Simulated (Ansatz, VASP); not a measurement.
One calculation of BeTe, two programs

```xyz
2
Lattice="0.0000 2.8284 2.8284 2.8284 0.0000 2.8284 2.8284 2.8284 0.0000" Properties=species:S:1:pos:R:3 pbc="T T T"
Be    0.0000    0.0000    0.0000
Te    1.4142    1.4142    1.4142
```

Alike in both runs: task single point; functional r2SCAN; k mesh 8 × 8 × 8; occupations fermi-dirac, width 0.02 eV; no spin polarisation.

|  | VASP | Ansatz |
| --- | --- | --- |
| version | VASP 6.6.1 | Ansatz 0.2.0 |
| potentials or method | VASP PAW PBE potentials, release 64 (Be, Te), cutoff 520 eV | PAW plane waves |
| valence electrons in the cell | 8 | 18 |

```csv
,VASP,Ansatz,Ansatz less VASP
gap on the k mesh at the Fermi level (eV),2.37,2.38,+0.010
pressure (GPa),0.2,0.0,-0.17
```

VASP's potentials were made for PBE, not for r2SCAN. The functional is the same, so the differences come from potentials, cutoffs and numerics. VASP's potentials hold 8 valence electrons a cell and Ansatz's 18, so a difference there can come from the potentials and not from the codes.

Neither program's run includes spin-orbit coupling.
